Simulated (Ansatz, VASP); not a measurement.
# One calculation of Nb, two programs

```
CELL_PARAMETERS angstrom
0.00000 2.93036 2.93036
2.93036 0.00000 2.93036
2.93036 2.93036 0.00000
ATOMIC_POSITIONS crystal
Nb 0.12500 0.12500 0.12500
Nb 0.87500 0.87500 0.87500
```

Alike in both runs: task single point; functional r2SCAN; k mesh 9 × 9 × 9; occupations fermi-dirac, width 0.1 eV; non-collinear spin, spin-orbit coupling.

|  | VASP | Ansatz |
| --- | --- | --- |
| version | VASP 6.6.1 | Ansatz 0.2.0 |
| potentials or method | VASP PAW PBE potentials, release 64 (Nb_sv), cutoff 520 eV | plane waves (500 eV) with PAW, fully relativistic with spin-orbit coupling |
| valence electrons in the cell | 26 | 26 |

|  | VASP | Ansatz | Ansatz less VASP |
| --- | --- | --- | --- |
| net moment per atom (μB) | 0.00 | 0.00 | 0.000 |

VASP's potentials were made for PBE, not for r2SCAN. With one functional, cell and mesh, what is left measures potentials, basis and numerics.
